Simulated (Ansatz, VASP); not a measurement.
## BeTe in VASP and in Ansatz

```
Be Te
1.0
     0.00000    2.77070    2.77070
     2.77070    0.00000    2.77070
     2.77070    2.77070    0.00000
Be Te
1 1
Cartesian
  0.0000 0.0000 0.0000
  1.3854 1.3854 1.3854
```

Alike in both runs: task relaxation of the atoms; functional r2SCAN; k mesh 8 × 8 × 8; occupations fermi-dirac, width 0.02 eV; no spin polarisation.

|  | VASP | Ansatz |
| --- | --- | --- |
| version | VASP 6.6.1 | Ansatz 0.2.0 |
| potentials or method | VASP PAW PBE potentials, release 64 (Be, Te), cutoff 520 eV | PAW plane waves |
| valence electrons in the cell | 8 | 18 |

|  | VASP | Ansatz | Ansatz less VASP |
| --- | --- | --- | --- |
| gap on the k mesh at the Fermi level, each at its own relaxed structure (eV) | 2.21 | 2.22 | +0.012 |

VASP's potentials were made for PBE, not for r2SCAN. VASP's potentials hold 8 valence electrons a cell and Ansatz's 18, so a difference there can come from the potentials and not from the codes. Ansatz's warnings: stress scf threshold loose.

Neither program's run includes spin-orbit coupling. Noted on VASP's run: the relaxation stopped at its first step, so nothing moved.
